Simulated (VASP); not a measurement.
# BiS7: single point with PBE

Crystal: BiS7.

```
Bi S
1.0
     3.52230    2.03360    4.78893
    -3.52230    2.03360    4.78893
     0.00000   -4.06720    4.78893
Bi S
1 7
Direct
  0.50000 0.50000 0.50000
  0.02894 0.65835 0.46121
  0.46121 0.02894 0.65835
  0.65835 0.46121 0.02894
  0.97106 0.34165 0.53879
  0.53879 0.97106 0.34165
  0.34165 0.53879 0.97106
  0.00000 0.00000 0.00000
```

The cell was generated, and may not be a known phase.

```yaml
Program: VASP 6.6.1
Task: single point
Functional: PBE
Potentials_or_basis: VASP PAW PBE potentials, release 64 (Bi_d, S)
Cutoff: 520 eV
k_mesh: 6 × 6 × 6
Occupations: gaussian, width 0.1 eV
Spin: no spin polarisation
Dipole_correction: no
Further_INCAR_settings: ALGO = Normal; EDIFF = 1e-06; NBANDS = 38
```

```json
{
 "Pressure": "-0.3 GPa",
 "Largest force": "0.158 eV/Å",
 "Band gap on the k mesh": "zero (an odd number of electrons rules out a gap without spin polarisation)"
}
```

Forces in eV/Å, atoms in the order of the input:
```
Bi   0.000  0.000  0.000
S    0.071 -0.090 -0.109
S    0.042  0.107 -0.109
S   -0.114 -0.017 -0.109
S   -0.071  0.090  0.109
S   -0.042 -0.107  0.109
S    0.114  0.017  0.109
S    0.000  0.000  0.000
```

Stress tensor (GPa, compression positive):
```
-0.21  0.00  0.00
 0.00 -0.21  0.00
 0.00  0.00 -0.43
```

Levels at points of the mesh, in eV from the Fermi level:
```tsv
k point	band 26	band 27	band 28	band 29	band 30	band 31
(0.00, 0.00, 0.00)	-1.13	-0.43	-0.43	0.07	0.07	0.49
(0.50, 0.00, 0.00)	-0.91	-0.67	-0.41	0.40	0.97	1.31
(0.50, 0.50, 0.00)	-1.22	-0.89	-0.38	0.20	0.54	1.13
(0.50, 0.50, 0.50)	-1.43	-1.11	-0.50	-0.50	-0.40	-0.40
```

It took 8.8 min on 1 thread of Intel Xeon 8259CL, with other jobs on the host, peak memory 0.44 GiB.

Caveat: spin-orbit coupling is left out, which moves the levels of the heavy elements.
